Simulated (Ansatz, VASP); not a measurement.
One calculation of MgO, two programs

```
Mg O
1.0
     0.00000    2.44596    2.12692
     2.12692    0.00000    2.12692
     2.12692    2.44596    0.00000
Mg O
1 1
Cartesian
  0.0000 0.0000 0.0000
  2.1269 2.4460 2.1269
```

Change from the starting cell: strain +0.1500 x Voigt [0, 1, 0, 0, 0, 0], atoms carried along.

Alike in both runs: task single point; functional PBE; k mesh 10 × 10 × 10; occupations gaussian, width 0.05 eV; no spin polarisation.

|  | VASP | Ansatz |
| --- | --- | --- |
| version | VASP 6.6.1 | Ansatz 0.2.0 |
| potentials or method | VASP PAW PBE potentials, release 64 (Mg, O), cutoff 520 eV | scalar-relativistic, plane waves, PAW |
| valence electrons in the cell | 8 | 16 |

```tsv
	VASP	Ansatz	Ansatz less VASP
gap on the k mesh at the Fermi level (eV)	3.10	3.12	+0.022
least direct gap on the mesh (eV)	3.10	3.12	+0.022
pressure (GPa)	-12.7	-12.1	+0.64
traceless stress, the component that is largest in VASP (GPa)	-4.14	-4.21	-0.065
```

VASP's potentials hold 8 valence electrons a cell and Ansatz's 16, so a difference there can come from the potentials and not from the codes.
